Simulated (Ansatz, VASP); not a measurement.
**FeO in VASP and in Ansatz**

Contents of INCAR:

```
ALGO = Normal
EDIFF = 1E-6
ENCUT = 700
GGA = PE
GGA_COMPAT = False
ISIF = 2
ISMEAR = -1
ISPIN = 2
LASPH = True
LCHARG = True
LELF = True
LMAXMIX = 4
LORBIT = 11
LREAL = False
LVHAR = True
LWAVE = False
MAGMOM = 4.5 0
NBANDS = 22
NELM = 200
PREC = Accurate
SIGMA = 0.05
```

Contents of KPOINTS:

```
k-points
0
Gamma
  11 11 11
```

Contents of POSCAR:

```
FeO
1.0
    0.0000000000      2.1554001600      2.1554001600
    2.1554001600      0.0000000000      2.1554001600
    2.1554001600      2.1554001600      0.0000000000
Fe O
1 1
Direct
    0.0000000000      0.0000000000      0.0000000000
    0.5000000000      0.5000000000      0.5000000000
```

input.yaml

```yaml
crystal:
  lattice:
    - [0.0, 2.15540016, 2.15540016]
    - [2.15540016, 0.0, 2.15540016]
    - [2.15540016, 2.15540016, 0.0]
  atoms:
    - { symbol: Fe, position: [0.0, 0.0, 0.0], spin: 4.5 }
    - { symbol: O, position: [0.5, 0.5, 0.5] }
hamiltonian:
  xc: pbe
  pseudopotentials: { kind: paw }
magnetization:
  spin_polarized: true
kpoints:
  mp_grid: { grid: [11, 11, 11] }
scf:
  occupations: { method: fermi_dirac, width: 0.05 }
output:
  forces: true
  stress: true
  eigenvalues: true
  write_density: true
  write_potential: true
  elf: true
  volumetric_format: npy
```

Alike in both runs: task single point; functional PBE; k mesh 11 × 11 × 11; occupations fermi-dirac, width 0.05 eV; collinear spin.

|  | VASP | Ansatz |
| --- | --- | --- |
| version | VASP 6.6.1 | Ansatz 0.2.0 |
| potentials or method | VASP PAW PBE potentials, release 64 (Fe_sv, O) | Ansatz PAW |
| plane-wave cutoff (eV) | 700 | 420 |
| valence electrons in the cell | 22 | 22 |

|  | VASP | Ansatz | Ansatz less VASP |
| --- | --- | --- | --- |
| gap on the k mesh at the Fermi level (eV) | none | none | - |
| pressure (GPa) | -1.4 | -0.2 | +1.18 |
| net moment per atom (μB) | 2.00 | 2.00 | 0.000 |
| size of the moment on the site where the two differ most (μB) | 3.48 | 3.45 | -0.029 |

Site moments also hang on the region over which each program counts them. A gap of «none» marks a metal or a gap that the smearing closes.
